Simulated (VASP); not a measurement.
# In2As3 (P-3m1) in VASP: a series of runs

The runs below take In2As3 through single point, relaxation of cell and atoms, with PBE.

All numbers are computed with VASP 6.6.1; they aren't measurements. Logs are shortened: lines on timing, memory, paths and dates and some standing lists are left out, and cuts for length are marked.

### Step 1. The cell of the first run

The structure is trigonal, space group P-3m1 (No. 164). The conventional cell has a = 4.755 Å, b = 4.755 Å, c = 5.742 Å, α = 90.00°, β = 90.00°, γ = 120.00°. In (site symmetry 3m) has 8 As at 2.80 to 3.06 Å and 3 In at 3.17 Å within 3.7 Å. Within 3.8 Å of As (site symmetry -3m) lie 6 In at 2.86 Å and 6 As at 3.49 Å. As (site symmetry 3m) has 5 In at 2.80 to 3.06 Å and 6 As at 3.10 to 3.49 Å within 3.7 Å.

The cell was built from a structure type or drawn by symmetry, and may not be a known phase.

### Step 2. Single point, PBE

Input file INCAR:

```
  PREC = Accurate
  ENCUT = 520
  EDIFF = 1E-6
  ISMEAR = 0
  SIGMA = 0.1
  LREAL = False
  LASPH = True
  NELM = 100
  ALGO = Normal
  ISIF = 2
  LWAVE = False
  LCHARG = False
  GGA = PE
  NBANDS = 28
```

Input file KPOINTS:

```
regular mesh
0
Gamma
  6 6 4
```

Input file POSCAR:

```
In2As3
1.0
    4.7554901000      0.0000000000      0.0000000000
   -2.3777450500      4.1183752300      0.0000000000
    0.0000000000      0.0000000000      5.7418136400
In As
2 3
Direct
    0.3333333300      0.6666666700      0.1380000000
    0.6666666700      0.3333333300      0.8620000000
    0.0000000000      0.0000000000      0.0000000000
    0.3333333300      0.6666666700      0.6250000000
    0.6666666700      0.3333333300      0.3750000000
```

Potentials or basis: VASP PAW PBE potentials, release 64 (In_d, As).

Launch:

```sh
$ cat potpaw_PBE.64/In_d/POTCAR potpaw_PBE.64/As/POTCAR > POTCAR
$ mpirun -np 1 vasp_std > vasp.out
```

OUTCAR:

```text
PREC = Accurate
   ENCUT = 520
   EDIFF = 1E-6
   ISMEAR = 0
   LREAL = False
   LASPH = True
   NELM = 100
   ISIF = 2
   GGA = PE

 ion  position               nearest neighbor table
   1  0.333  0.667  0.138-   4 2.80   3 2.86   3 2.86   3 2.86   4 2.95   5 3.06   5 3.06   5 3.06
                             2 3.17   2 3.17   2 3.17
   2  0.667  0.333  0.862-   5 2.80   3 2.86   3 2.86   3 2.86   5 2.95   4 3.06   4 3.06   4 3.06
                             1 3.17   1 3.17   1 3.17
   3  0.000  0.000  0.000-   1 2.86   2 2.86   1 2.86   2 2.86   2 2.86   1 2.86
   4  0.333  0.667  0.625-   1 2.80   1 2.95   2 3.06   2 3.06   2 3.06
   5  0.667  0.333  0.375-   2 2.80   2 2.95   1 3.06   1 3.06   1 3.06

  LATTYP: Found a hexagonal cell.
 ALAT       =     4.7554901000
 C/A-ratio  =     1.2074073375

  Lattice vectors:

 A1 = (   4.7554901000,   0.0000000000,   0.0000000000)
 A2 = (  -2.3777450500,   4.1183752300,   0.0000000000)
 A3 = (   0.0000000000,   0.0000000000,   5.7418136400)

Analysis of symmetry for initial positions (statically):
=====================================================================
 Subroutine PRICEL returns:
 Original cell was already a primitive cell.

 Routine SETGRP: Setting up the symmetry group for a
 hexagonal supercell.

 Subroutine GETGRP returns: Found 12 space group operations
 (whereof 12 operations were pure point group operations)
 out of a pool of 24 trial point group operations.

The static configuration has the point symmetry D_3d.

Analysis of symmetry for dynamics (positions and initial velocities):
=====================================================================
 Subroutine PRICEL returns:
 Original cell was already a primitive cell.

 Routine SETGRP: Setting up the symmetry group for a
 hexagonal supercell.

 Subroutine GETGRP returns: Found 12 space group operations
 (whereof 12 operations were pure point group operations)
 out of a pool of 24 trial point group operations.

The dynamic configuration has the point symmetry D_3d.

 Subroutine INISYM returns: Found 12 space group operations
 (whereof 12 operations are pure point group operations),
 and found     1 'primitive' translations

----------------------------------------------------------------------------------------

                                     Primitive cell

  volume of cell :     112.4528

  direct lattice vectors                    reciprocal lattice vectors
     4.755490100  0.000000000  0.000000000     0.210283268  0.121407102  0.000000000
    -2.377745050  4.118375230  0.000000000     0.000000000  0.242814203  0.000000000
     0.000000000  0.000000000  5.741813640     0.000000000  0.000000000  0.174160999

  length of vectors
     4.755490100  4.755490096  5.741813640     0.242814203  0.242814203  0.174160999

  position of ions in fractional coordinates (direct lattice)
     0.333333330  0.666666670  0.138000000
     0.666666670  0.333333330  0.862000000
     0.000000000  0.000000000  0.000000000
     0.333333330  0.666666670  0.625000000
     0.666666670  0.333333330  0.375000000

  ion indices of the primitive-cell ions
   primitive index   ion index
                 1           1
                 2           2
                 3           3
                 4           4
                 5           5

----------------------------------------------------------------------------------------

 KPOINTS: regular mesh

Automatic generation of k-mesh.
 Grid dimensions read from file:
 generate k-points for:    6    6    4

 Generating k-lattice:

  Cartesian coordinates                     Fractional coordinates (reciprocal lattice)
     0.035047211  0.020234517  0.000000000     0.166666667  0.000000000  0.000000000
     0.000000000  0.040469034  0.000000000     0.000000000  0.166666667  0.000000000
     0.000000000  0.000000000  0.043540250     0.000000000  0.000000000  0.250000000

  Length of vectors
     0.040469034  0.040469034  0.043540250

  Shift w.r.t. Gamma in fractional coordinates (k-lattice)
     0.000000000  0.000000000  0.000000000

 Subroutine IBZKPT returns following result:
 ===========================================

 Found     24 irreducible k-points:

 Following reciprocal coordinates:
            Coordinates               Weight
  0.000000  0.000000  0.000000      1.000000
  0.166667 -0.000000  0.000000      6.000000
  0.333333 -0.000000  0.000000      6.000000
  0.500000 -0.000000  0.000000      3.000000
  0.166667  0.166667  0.000000      6.000000
  0.333333  0.166667  0.000000     12.000000
[... 16 lines left out ...]
  0.333333  0.166667  0.500000     12.000000
  0.333333  0.333333  0.500000      2.000000
   k-points           NKPTS =     24   k-points in BZ     NKDIM =     24   number of bands    NBANDS=     28
   number of dos      NEDOS =    301   number of ions     NIONS =      5
   total plane-waves  NPLWV =  62208
   dimension x,y,z NGX =    36 NGY =   36 NGZ =   48
   dimension x,y,z NGXF=    72 NGYF=   72 NGZF=   96
   ions per type =               2   3
   NGX,Y,Z   is equivalent  to a cutoff of  12.59, 12.59, 13.90 a.u.
   NGXF,Y,Z  is equivalent  to a cutoff of  25.17, 25.17, 27.80 a.u.
 SYSTEM =  unknown system
   PREC   = accura    normal or accurate (medium, high low for compatibility)
   ISTART =      0    job   : 0-new  1-cont  2-samecut
   ICHARG =      2    charge: 1-file 2-atom 10-const
   ISPIN  =      1    spin polarized calculation?
   LNONCOLLINEAR =      F non collinear calculations
   LSORBIT =      F    spin-orbit coupling
   LASPH  =      T    aspherical Exc in radial PAW
   ENCUT  =  520.0 eV  38.22 Ry    6.18 a.u.   8.84  8.84 10.68*2*pi/ulx,y,z
   NELM   =    100;   NELMIN=  2; NELMDL= -5     # of ELM steps
   EDIFF  = 0.1E-05   stopping-criterion for ELM
   LREAL  =      F    real-space projection
   EDIFFG = 0.1E-04   stopping-criterion for IOM
   NSW    =      0    number of steps for IOM
   IBRION =     -1    ionic relax: 0-MD 1-quasi-New 2-CG
   NFREE  =      0    steps in history (QN), initial steepest desc. (CG)
   ISIF   =      2    stress and relaxation
   ISYM   =      2    0-nonsym 1-usesym 2-fastsym
   POTIM  = 0.5000    time-step for ionic-motion
   TEBEG  =    0.0;   TEEND  =   0.0 temperature during run
   PSTRESS=    0.0 pullay stress
   NELECT =      41.0000    total number of electrons
   NUPDOWN=      -1.0000    fix difference up-down
   EMIN   =  10.00;   EMAX   =-10.00  energy-range for DOS
   EFERMI =   0.00;   METHOD = LEGACY
   ISMEAR =     0;   SIGMA  =   0.10  broadening in eV -4-tet -1-fermi 0-gaus
   EFERMI_NEDOS =   21; number of points for ismear=-14 and -15
   IALGO  =     38    algorithm
   IMIX   =      4    mixing-type and parameters
     AMIX     =   0.40;   BMIX     =  1.00
     AMIX_MAG =   1.60;   BMIX_MAG =  1.00
  volume/ion in A,a.u.               =      22.49       151.77
  Fermi-wavevector in a.u.,A,eV,Ry     =   1.169534  2.210098 18.610168  1.367809
  Thomas-Fermi vector in A             =   2.306005
   LORBIT       =      0    0 simple, 1 ext, 2 COOP (PROOUT), +10 PAW based schemes
   GGA     = PE    functional components
   LHFCALC =     F    Hartree Fock is set to
   AEXX    =    0.0000 exact exchange contribution
   IVDW    =     0    specifies the selected vdW correction
   LEPSILON=     F    determine dielectric tensor
   LRPA    =     F    only Hartree local field effects (RPA)
 non-spin polarized calculation
 Gauss-broadening in eV      SIGMA  =   0.10
  energy-cutoff  :      520.00
  volume of cell :      112.45
 maximum number of plane-waves:      3051
   NGX = 17   NGY = 17   NGZ = 21

 number of electron      40.9999991 magnetization

 Free energy of the ion-electron system (eV)
  ---------------------------------------------------
  ext. energy  EPLUGINS =         0.00000000
  ---------------------------------------------------
  free energy    TOTEN  =       -17.08083001 eV

  energy without entropy =      -17.05966377  energy(sigma->0) =      -17.07024689

 E-fermi :   6.5157     XC(G=0): -10.2405

 val. band max:        6.4925049610   @ k =   0.3333   0.1667   0.2500
 cond. band min:       6.5663763980   @ k =   0.3333   0.1667   0.5000
 fundamental gap:      0.0738714370
 Fermi energy:         6.5157352996

 k-point     1 :       0.0000    0.0000    0.0000
  band No.  band energies     occupation
      1      -8.3691      2.00000
      2      -8.3457      2.00000
      3      -8.3457      2.00000
      4      -8.3333      2.00000
      5      -8.3333      2.00000
      6      -8.2318      2.00000
[... 20 lines left out ...]
     27      11.2581      0.00000
     28      11.3270      0.00000

 k-point     2 :       0.1667   -0.0000    0.0000
  band No.  band energies     occupation
      1      -8.3894      2.00000
      2      -8.3665      2.00000
      3      -8.3439      2.00000
      4      -8.3164      2.00000
      5      -8.3097      2.00000
      6      -8.2034      2.00000
[... 20 lines left out ...]
     27      11.2082      0.00000
     28      11.7544      0.00000

 k-point     3 :       0.3333   -0.0000    0.0000
  band No.  band energies     occupation
      1      -8.4536      2.00000
      2      -8.3450      2.00000
      3      -8.3350      2.00000
      4      -8.2671      2.00000
      5      -8.2568      2.00000
      6      -8.2005      2.00000
[... 20 lines left out ...]
     27      12.6905      0.00000
     28      12.7139      0.00000

 k-point     4 :       0.5000   -0.0000    0.0000
  band No.  band energies     occupation
      1      -8.4792      2.00000
      2      -8.3301      2.00000
      3      -8.3153      2.00000
      4      -8.2669      2.00000
      5      -8.2033      2.00000
      6      -8.1822      2.00000
[... 578 lines left out ...]
     27      10.4192      0.00000
     28      11.5131      0.00000

 k-point    23 :       0.3333    0.1667    0.5000
  band No.  band energies     occupation
      1      -8.4216      2.00000
      2      -8.3240      2.00000
      3      -8.2924      2.00000
      4      -8.2408      2.00000
      5      -8.2277      2.00000
      6      -8.1876      2.00000
[... 20 lines left out ...]
     27      11.5758      0.00000
     28      11.9297      0.00000

 k-point    24 :       0.3333    0.3333    0.5000
  band No.  band energies     occupation
      1      -8.3960      2.00000
      2      -8.3036      2.00000
      3      -8.2918      2.00000
      4      -8.2918      2.00000
      5      -8.1919      2.00000
      6      -8.1919      2.00000
[... 20 lines left out ...]
     27      10.8571      0.00000
     28      12.4484      0.00000

------------------------ aborting loop because EDIFF is reached ----------------------------------------

  FORCE on cell =-STRESS in cart. coord.  units (eV):
  Direction    XX          YY          ZZ          XY          YZ          ZX
  --------------------------------------------------------------------------------------
  -------------------------------------------------------------------------------------
  Total        4.1652417      4.1652417      4.9078659     -0.0000000     -0.0000000      0.0000000
  in kB       59.3445041     59.3445040     69.9250821     -0.0000000     -0.0000000      0.0000000
  external PRESSURE =      62.8713634 kB  Pullay stress =       0.0000000 kB

 VOLUME and BASIS-vectors are now :
 -----------------------------------------------------------------------------
  energy-cutoff  :      520.00
  volume of cell :      112.45
      direct lattice vectors                 reciprocal lattice vectors
     4.755490100  0.000000000  0.000000000     0.210283268  0.121407102  0.000000000
    -2.377745050  4.118375230  0.000000000     0.000000000  0.242814203  0.000000000
     0.000000000  0.000000000  5.741813640     0.000000000  0.000000000  0.174160999

 POSITION                                       TOTAL-FORCE (eV/Angst)
 -----------------------------------------------------------------------------------
     -0.00000      2.74558      0.79237        -0.000000     -0.000000      0.848564
      2.37775      1.37279      4.94944         0.000000      0.000000     -0.848564
      0.00000      0.00000      0.00000        -0.000000      0.000000      0.000000
     -0.00000      2.74558      3.58863         0.000000      0.000000     -0.754655
      2.37775      1.37279      2.15318         0.000000     -0.000000      0.754655
 -----------------------------------------------------------------------------------
    total drift:                                0.000000      0.000000      0.000000

  FREE ENERGIE OF THE ION-ELECTRON SYSTEM (eV)
  ---------------------------------------------------
  free  energy   TOTEN  =       -17.0808300109 eV

  energy  without entropy=      -17.0596637673  energy(sigma->0) =      -17.07024689
```

It took 89 s on 1 thread of AMD EPYC 7R43 (Zen 3), shared host; peak memory 0.22 GiB.

What came out:

| Item | Value |
| --- | --- |
| Free energy | -17.0808 eV |
| Pressure | 6.3 GPa |
| Largest force | 0.849 eV/Å |
| Band gap on the k mesh | zero (an odd number of electrons rules out a gap without spin polarisation) |

Forces in eV/Å, atoms in the order of the input:
```
In   0.000  0.000  0.849
In   0.000  0.000 -0.849
As   0.000  0.000  0.000
As   0.000  0.000 -0.755
As   0.000  0.000  0.755
```

Levels at points of the mesh, in eV from the Fermi level:
| k point | band 19 | band 20 | band 21 | band 22 | band 23 | band 24 |
| --- | --- | --- | --- | --- | --- | --- |
| (0.00, 0.00, 0.00) | -2.47 | -0.81 | -0.25 | 0.31 | 0.31 | 1.11 |
| (0.50, 0.00, 0.00) | -1.21 | -1.05 | -1.02 | 0.09 | 2.29 | 2.99 |
| (0.00, 0.00, 0.50) | -2.29 | -2.17 | -1.09 | -1.09 | 0.42 | 1.06 |
| (0.50, 0.00, 0.50) | -0.77 | 0.28 | 0.93 | 1.21 | 1.80 | 2.61 |

Caveat: the cell stands under pressure; spin-orbit coupling is left out, which moves the levels of the heavy elements.

### Step 3. Single point, PBE

This run uses another cell than the first one, of 28.46 Å³/atom.

Input file INCAR:

```
ALGO     = Normal         # electronic algorithm
EDIFF    = 1E-7           # SCF threshold, eV
ENCUT    = 520            # plane-wave cutoff, eV
GGA      = PE             # functional
ISIF     = 2              # what is computed and relaxed
ISMEAR   = 0              # smearing method
LASPH    = T              # aspherical terms in the spheres
LCHARG   = F              # write CHGCAR
LREAL    = F              # projectors in reciprocal space
LWAVE    = F              # write WAVECAR
NBANDS   = 28             # bands
NELM     = 80             # most SCF steps
PREC     = Accurate       # precision mode
SIGMA    = 0.1            # smearing width, eV
```

Input file KPOINTS:

```
k-points
0
Gamma
  6 6 4
```

Input file POSCAR:

```
In2As3
1.0
    4.4921798814      0.0000000000      0.0000000000
   -2.2460899407      3.8903418957      0.0000000000
    0.0000000000      0.0000000000      8.1434519117
In As
2 3
Direct
    0.3333333333      0.6666666667      0.1635293972
    0.6666666667      0.3333333333      0.8364706028
    0.0000000000      0.0000000000      0.0000000000
    0.3333333333      0.6666666667      0.5011455429
    0.6666666667      0.3333333333      0.4988544571
```

Potentials or basis: VASP PAW PBE potentials, release 64 (In_d, As).

Launch:

```sh
$ cat potpaw_PBE.64/In_d/POTCAR potpaw_PBE.64/As/POTCAR > POTCAR
$ mpirun -np 1 vasp_std > vasp.out
```

Run time: 2.1 min. Hardware: 1 thread of AMD EPYC 7R43 (Zen 3), shared host; peak memory 0.27 GiB.

It converged, with:

```
Free energy            : -18.9062 eV
Pressure               : 0.2 GPa
Largest force          : 0.011 eV/Å
Band gap on the k mesh : zero (an odd number of electrons rules out a gap without spin polarisation)
```

Forces in eV/Å, atoms in the order of the input:
```
In   0.000  0.000  0.001
In   0.000  0.000 -0.001
As   0.000  0.000  0.000
As   0.000  0.000  0.011
As   0.000  0.000 -0.011
```

Levels at points of the mesh, in eV from the Fermi level:
```tsv
k point	band 17	band 18	band 19	band 20	band 21	band 22	band 23	band 24
(0.00, 0.00, 0.00)	-3.16	-2.27	-1.37	-1.37	0.48	1.16	1.16	2.18
(0.50, 0.00, 0.00)	-3.31	-2.37	-2.03	-1.40	-1.20	1.93	2.09	2.44
(0.00, 0.00, 0.50)	-3.39	-1.44	-1.33	-1.33	0.46	1.00	1.00	2.18
(0.50, 0.00, 0.50)	-3.03	-2.80	-2.49	-1.67	-0.86	0.69	2.44	3.21
```

Caveat: spin-orbit coupling is left out, which moves the levels of the heavy elements.

### Step 4. Single point, PBE

This run uses another cell than the first one: it holds 10 atoms, not 5.

Input file INCAR:

```
SYSTEM = In2As3
  PREC = Accurate
  ENCUT = 520
  EDIFF = 1E-6
  ISMEAR = 0
  SIGMA = 0.2
  LREAL = .FALSE.
  LASPH = .TRUE.
  NELM = 60
  ALGO = Normal
  ISIF = 2
  LWAVE = .FALSE.
  LCHARG = .FALSE.
  GGA = PE
  NBANDS = 52
```

Input file KPOINTS:

```
regular mesh
0
G
  6 6 2
  0 0 0
```

Input file POSCAR:

```
In2As3
1.0
    4.4884326999      0.0000000000      0.0000000000
   -2.2442163500      3.8870967413      0.0000000000
    0.0000000000      0.0000000000     16.6000601662
In As
4 6
Direct
    0.3333333333      0.6666666667      0.0801000963
    0.3333333333      0.6666666667      0.5801000963
    0.6666666667      0.3333333333      0.4198999037
    0.6666666667      0.3333333333      0.9198999037
    1.0000000000      0.0000000000      0.5000000000
    0.0000000000      1.0000000000      1.0000000000
    0.3333333333      0.6666666667      0.2463455241
    0.3333333333      0.6666666667      0.7463455241
    0.6666666667      0.3333333333      0.2536544759
    0.6666666667      0.3333333333      0.7536544759
```

Launch:

```sh
$ cat potpaw_PBE.64/In_d/POTCAR potpaw_PBE.64/As/POTCAR > POTCAR
$ mpirun -np 1 vasp_std > vasp.out
```

It took 6.1 min on 1 thread of AMD EPYC 7R43 (Zen 3), shared host; peak memory 0.44 GiB.

The run converged. Its results:

```yaml
Free_energy: -37.8188 eV
Pressure: 0.0 GPa
Largest_force: 0.091 eV/Å
Band_gap_on_the_k_mesh: zero (bands 41 and 42 overlap by 1.92 eV)
```

Forces on the atoms (eV/Å):
```
In   0.000  0.000  0.091
In   0.000  0.000  0.091
In   0.000  0.000 -0.091
In   0.000  0.000 -0.091
As   0.000  0.000  0.000
As   0.000  0.000  0.000
As   0.000  0.000  0.075
As   0.000  0.000  0.075
As   0.000  0.000 -0.075
As   0.000  0.000 -0.075
```

Stress tensor (GPa, compression positive):
```
 0.20  0.00  0.00
 0.00  0.20  0.00
 0.00  0.00 -0.28
```

Levels at points of the mesh, in eV from the Fermi level:
```csv
k point,band 38,band 39,band 40,band 41,band 42,band 43
"(0.00, 0.00, 0.00)",-1.37,-1.34,-1.34,0.37,0.38,1.09
"(0.50, 0.00, 0.00)",-1.95,-1.46,-1.26,-1.24,-0.77,0.61
"(0.00, 0.00, 0.50)",-1.36,-1.36,-1.36,0.38,0.38,1.18
"(0.50, 0.00, 0.50)",-2.41,-1.49,-1.49,-0.69,-0.69,0.73
```

Caveat: spin-orbit coupling is left out, which moves the levels of the heavy elements.

[end of part 1 of 2]
